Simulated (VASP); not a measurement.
# Mg (P6/mmm) in VASP: relaxation of cell and atoms with PBE

Aim: the relaxation of cell and atoms of Mg with PBE.

Program: VASP 6.6.1. These are calculated values, not measurements. Logs are shortened: lines on timing, memory, paths and dates and some standing lists are left out, and cuts for length are marked.

**1. The cell of the first run**

It takes space group P6/mmm (No. 191, hexagonal). Conventional cell: a = 5.042 Å, b = 5.042 Å, c = 3.126 Å, α = 90.00°, β = 90.00°, γ = 120.00°. Within 4.1 Å of Mg (site symmetry 6/mmm) lie 14 Mg at 3.13 to 3.30 Å. Within 3.8 Å of Mg (site symmetry -6m2) lie 11 Mg at 2.91 to 3.30 Å.

This isn't the form of Mg at room conditions, which is hcp.

**2. Relaxation of cell and atoms, PBE**

Contents of INCAR:

```
  PREC = Accurate
  ENCUT = 600
  EDIFF = 1E-6
  ISMEAR = -1
  SIGMA = 0.08
  LREAL = False
  LASPH = True
  NELM = 100
  ALGO = Normal
  ISIF = 3
  LWAVE = False
  LCHARG = False
  GGA = PE
  IBRION = 2
  NSW = 60
  EDIFFG = -0.005
```

Contents of KPOINTS:

```
Automatic mesh
0
Gamma
  7 7 10
```

Contents of POSCAR:

```
Mg
1.0
    5.0416443299      0.0000000000      0.0000000000
   -2.5208221650      4.3661920665      0.0000000000
    0.0000000000      0.0000000000      3.1258194845
Mg
3
Direct
    0.0000000000      0.0000000000      0.0000000000
    0.3333333333      0.6666666667      0.5000000000
    0.6666666667      0.3333333333      0.5000000000
```

Potentials or basis: VASP PAW PBE potentials, release 64 (Mg).

Launch:

```sh
$ cat potpaw_PBE.64/Mg/POTCAR > POTCAR
$ mpirun -np 1 vasp_std > vasp.out
```

OUTCAR:

```text
PREC = Accurate
   ENCUT = 600
   EDIFF = 1E-6
   ISMEAR = -1
   LREAL = False
   LASPH = True
   NELM = 100
   ISIF = 3
   GGA = PE
   IBRION = 2
   NSW = 60
   EDIFFG = -0.005

 ion  position               nearest neighbor table
   1  0.000  0.000  0.000-   2 3.30   3 3.30   2 3.30   3 3.30   2 3.30   2 3.30   3 3.30   3 3.30
                             3 3.30   3 3.30   2 3.30   2 3.30
   2  0.333  0.667  0.500-   3 2.91   3 2.91   3 2.91   1 3.30   1 3.30   1 3.30   1 3.30   1 3.30
                             1 3.30
   3  0.667  0.333  0.500-   2 2.91   2 2.91   2 2.91   1 3.30   1 3.30   1 3.30   1 3.30   1 3.30
                             1 3.30

  LATTYP: Found a hexagonal cell.
 ALAT       =     5.0416443299
 C/A-ratio  =     0.6200000000

  Lattice vectors:

 A1 = (   5.0416443299,   0.0000000000,   0.0000000000)
 A2 = (  -2.5208221650,   4.3661920665,   0.0000000000)
 A3 = (   0.0000000000,   0.0000000000,   3.1258194845)

Analysis of symmetry for initial positions (statically):
=====================================================================
 Subroutine PRICEL returns:
 Original cell was already a primitive cell.

 Routine SETGRP: Setting up the symmetry group for a
 hexagonal supercell.

 Subroutine GETGRP returns: Found 24 space group operations
 (whereof 24 operations were pure point group operations)
 out of a pool of 24 trial point group operations.

The static configuration has the point symmetry D_6h.

Analysis of symmetry for dynamics (positions and initial velocities):
=====================================================================
 Subroutine PRICEL returns:
 Original cell was already a primitive cell.

 Routine SETGRP: Setting up the symmetry group for a
 hexagonal supercell.

 Subroutine GETGRP returns: Found 24 space group operations
 (whereof 24 operations were pure point group operations)
 out of a pool of 24 trial point group operations.

The dynamic configuration has the point symmetry D_6h.

 Subroutine INISYM returns: Found 24 space group operations
 (whereof 24 operations are pure point group operations),
 and found     1 'primitive' translations

----------------------------------------------------------------------------------------

                                     Primitive cell

  volume of cell :      68.8080

  direct lattice vectors                    reciprocal lattice vectors
     5.041644330  0.000000000  0.000000000     0.198347986  0.114516263  0.000000000
[... 103 lines left out ...]
   ISMEAR =    -1;   SIGMA  =   0.08  broadening in eV -4-tet -1-fermi 0-gaus
   EFERMI_NEDOS =   21; number of points for ismear=-14 and -15
   IALGO  =     38    algorithm
   IMIX   =      4    mixing-type and parameters
     AMIX     =   0.40;   BMIX     =  1.00
     AMIX_MAG =   1.60;   BMIX_MAG =  1.00
  volume/ion in A,a.u.               =      22.94       154.78
  Fermi-wavevector in a.u.,A,eV,Ry     =   0.725959  1.371864  7.170500  0.527017
  Thomas-Fermi vector in A             =   1.816812
   LORBIT       =      0    0 simple, 1 ext, 2 COOP (PROOUT), +10 PAW based schemes
   GGA     = PE    functional components
   LHFCALC =     F    Hartree Fock is set to
   AEXX    =    0.0000 exact exchange contribution
   IVDW    =     0    specifies the selected vdW correction
   LEPSILON=     F    determine dielectric tensor
   LRPA    =     F    only Hartree local field effects (RPA)
 conjugate gradient relaxation of ions
 non-spin polarized calculation
  energy-cutoff  :      600.00
  volume of cell :       68.81
 maximum number of plane-waves:      2322
   NGX = 21   NGY = 21   NGZ = 13

--------------------------------------- Ionic step        1  -------------------------------------------

 number of electron       6.0000000 magnetization

 Free energy of the ion-electron system (eV)
  ---------------------------------------------------
  ext. energy  EPLUGINS =         0.00000000
  ---------------------------------------------------
  free energy    TOTEN  =        -4.36137890 eV

  energy without entropy =       -4.33498499  energy(sigma->0) =       -4.34818195

------------------------ aborting loop because EDIFF is reached ----------------------------------------

  FORCE on cell =-STRESS in cart. coord.  units (eV):
  Direction    XX          YY          ZZ          XY          YZ          ZX
  --------------------------------------------------------------------------------------
  -------------------------------------------------------------------------------------
  Total        0.4440584      0.4440584     -0.2619201     -0.0000000      0.0000000      0.0000000
  in kB       10.3397908     10.3397908     -6.0987447     -0.0000000      0.0000000      0.0000000
  external PRESSURE =       4.8602790 kB  Pullay stress =       0.0000000 kB
[... 172 lines left out ...]
--------------------------------------- Ionic step        6  -------------------------------------------

 number of electron       6.0000000 magnetization

 Free energy of the ion-electron system (eV)
  ---------------------------------------------------
  ext. energy  EPLUGINS =         0.00000000
  ---------------------------------------------------
  free energy    TOTEN  =        -4.36740463 eV

  energy without entropy =       -4.33752356  energy(sigma->0) =       -4.35246410

 E-fermi :   2.5904     XC(G=0):  -8.4568

 val. band max:        2.5856157800   @ k =   0.2857   0.1429   0.5000
 cond. band min:       2.7055350787   @ k =   0.2857   0.0000   0.3000
 fundamental gap:      0.1199192987
 Fermi energy:         2.5903887074

 k-point     1 :       0.0000    0.0000    0.0000
  band No.  band energies     occupation
      1      -4.3079      2.00000
      2       2.8301      0.09519
      3       2.8301      0.09519
      4       2.8830      0.05030
      5       2.8830      0.05030
      6       3.9133      0.00000
      7       3.9756      0.00000
[... 221 lines left out ...]
 k-point    24 :       0.2857    0.2857    0.2000
  band No.  band energies     occupation
      1      -1.8124      2.00000
      2      -0.7443      2.00000
      3      -0.7370      2.00000
      4       5.4533      0.00000
      5       5.5383      0.00000
      6       7.0764      0.00000
      7       7.5876      0.00000

 [... further k-points ...]

------------------------ aborting loop because EDIFF is reached ----------------------------------------

  FORCE on cell =-STRESS in cart. coord.  units (eV):
  Direction    XX          YY          ZZ          XY          YZ          ZX
  --------------------------------------------------------------------------------------
  -------------------------------------------------------------------------------------
  Total        0.0072115      0.0072115     -0.0046028     -0.0000000      0.0000000     -0.0000000
  in kB        0.1659544      0.1659544     -0.1059218     -0.0000000      0.0000000     -0.0000000
  external PRESSURE =       0.0753290 kB  Pullay stress =       0.0000000 kB
[... 18 lines left out ...]
  FREE ENERGIE OF THE ION-ELECTRON SYSTEM (eV)
  ---------------------------------------------------
  free  energy   TOTEN  =        -4.3674046271 eV

  energy  without entropy=       -4.3375235637  energy(sigma->0) =       -4.35246410

 reached required accuracy - stopping structural energy minimisation
```

It took 49 s on 1 thread of Intel Xeon Platinum 8488C (Sapphire Rapids), shared host; peak memory 0.22 GiB.

What came out:

```
Free energy                           : -4.3674 eV
Relaxed volume                        : 23.21 Å³/atom
Relaxed cell                          : a = 5.097 Å, b = 5.097 Å, c = 3.094 Å, α = 90.00°, β = 90.00°, γ = 120.00°
Space group after relaxing (to 0.1 Å) : P6/mmm (No. 191)
Energy gained by relaxing             : 2.0 meV/atom
Ionic steps                           : 6
Pressure after relaxing               : 0.0 GPa
Band gap on the k mesh                : zero (bands 3 and 4 overlap by 4.42 eV)
```

Step by step:
| step | energy change (eV) | largest force (eV/Å) | pressure (GPa) | volume (Å³) |
| --- | --- | --- | --- | --- |
| 1 | 0.0000 | 0.0000 | 0.49 | 68.81 |
| 2 | -0.0050 | 0.0000 | 0.09 | 69.50 |
| 3 | -0.0058 | 0.0000 | -0.15 | 69.95 |
| 4 | -0.0058 | 0.0000 | -0.13 | 69.93 |
| 5 | -0.0060 | 0.0000 | -0.04 | 69.73 |
| 6 | -0.0060 | 0.0000 | 0.01 | 69.62 |

Final structure:
```
CELL_PARAMETERS angstrom
5.09740 0.00000 0.00000
-2.54870 4.41448 0.00000
0.00000 0.00000 3.09398
ATOMIC_POSITIONS crystal
Mg 0.00000 0.00000 0.00000
Mg 0.33333 0.66667 0.50000
Mg 0.66667 0.33333 0.50000
```

The gap in the log of VASP goes by the Fermi energy; the results here count the filled bands.